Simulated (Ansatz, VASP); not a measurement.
# One calculation of C, two programs

```
C
1.0
     2.50497    0.00000    0.00000
    -1.25249    2.16937    0.00000
     0.00000    0.00000    4.11898
C
4
Cartesian
  0.0000 1.4462 -0.0012
  1.2525 0.7231 2.0583
  0.0000 1.4462 1.5417
  1.2525 0.7231 3.6012
```

Change from the starting cell: strained cell.

Alike in both runs: functional PBEsol; k mesh 9 × 9 × 6; occupations gaussian, width 0.02 eV; no spin polarisation.

Ansatz relaxed the structure, and its values are those at the end. VASP's run is a single point on that final structure, the one shown.

|  | VASP | Ansatz |
| --- | --- | --- |
| version | VASP 6.6.1 | Ansatz 0.2.0 |
| potentials or method | VASP PAW PBE potentials, release 64 (C_h), cutoff 910 eV | scalar-relativistic, plane waves, PAW |
| valence electrons in the cell | 16 | 16 |

|  | VASP | Ansatz | Ansatz less VASP |
| --- | --- | --- | --- |
| gap on the k mesh at the Fermi level (eV) | 3.05 | 3.07 | +0.015 |
| least direct gap on the mesh (eV) | 4.78 | 4.78 | +0.001 |

VASP's potentials were made for PBE, not for PBEsol, and Ansatz warns of the same on its side. Ansatz's warnings: stress scf threshold loose.

Noted on VASP's run: the cutoff is short for stress, so the pressure is rough.
